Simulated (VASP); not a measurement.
A run of VASP 6.6.1:

The input INCAR:

```
SYSTEM = TeMo5
PREC = Accurate
ENCUT = 500
EDIFF = 1E-6
ISMEAR = 0
SIGMA = 0.2
LREAL = .FALSE.
LASPH = .TRUE.
NELM = 120
ALGO = Normal
ISIF = 2
LWAVE = .FALSE.
LCHARG = .FALSE.
GGA = PE
NBANDS = 88
GGA_COMPAT = .FALSE.
```

File KPOINTS:

```
regular mesh
0
G
  4 4 4
  0 0 0
```

The input POSCAR:

```
TeMo5
1.0
    0.0000000000      0.0000000000      4.8031000744
    5.1177353195      0.0000000000      0.0000000000
    0.0000000000      8.8641775931      0.0000000000
Te Mo
2 10
Direct
    1.0000000000      0.5000000000      0.5000000000
    1.0000000000      0.0000000000      1.0000000000
    0.5000000000      1.0000000000      0.5000000000
    0.5000000000      0.5000000000      1.0000000000
    0.5000000000      0.2500000000      0.2500000000
    0.5000000000      0.7500000000      0.7500000000
    0.5000000000      0.7500000000      0.2500000000
    0.5000000000      0.2500000000      0.7500000000
    0.0000000000      1.0000000000      0.3333333333
    0.0000000000      0.5000000000      0.8333333333
    0.0000000000      0.5000000000      0.1666666667
    0.0000000000      0.0000000000      0.6666666667
```

Potentials or basis: VASP PAW PBE potentials, release 64 (Te, Mo_sv).

The run is started by

```sh
$ cat potpaw_PBE.64/Te/POTCAR potpaw_PBE.64/Mo_sv/POTCAR > POTCAR
$ mpirun -np 1 vasp_std > vasp.out
```

Hardware: 1 thread of Intel Xeon 8259CL, with other jobs on the host.

Q: Estimate the wall time of this run.

A: Run time: 20 min on 1 thread of Intel Xeon 8259CL, with other jobs on the host, peak memory 0.52 GiB. Counts: scf iterations 17, k points 27.
